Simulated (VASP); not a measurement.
Runs of VASP 6.6.1 on NbC (Niobocarbide). The structure is cubic, space group Fm-3m (No. 225). The conventional cell has a = 4.469 Å, b = 4.469 Å, c = 4.469 Å, α = 90.00°, β = 90.00°, γ = 90.00°. Nb (site symmetry m-3m) has 6 C at 2.23 Å within 3.0 Å. Within 3.0 Å of C (site symmetry m-3m) lie 6 Nb at 2.23 Å. 

```tsv
k mesh	gap on the mesh (eV)	pressure (GPa)
3 × 3 × 3	none	-4.5
9 × 9 × 9	none	(a)
5 × 5 × 5	none	-8.6
7 × 7 × 7	none	-8.7
```

Alike in all rows: task single point; level revPBE+D3(BJ); potentials or basis VASP PAW PBE potentials, release 64 (Nb_sv, C); no spin polarisation; cell as given; cutoff (eV) 600; smearing gaussian 0.01 eV.

Fill in the values left out.

(a) -8.8.

Caveats: some runs use coarse meshes; three body term missing; the PAW data sets were made with another functional, which shifts forces and pressure a little; pairwise dispersion overbinds metals, which lowers pressure and volume.

A k mesh can miss the band edges, and the runs leave out spin-orbit coupling on Nb.

A gap of «none» marks levels without a gap at the run's occupations.
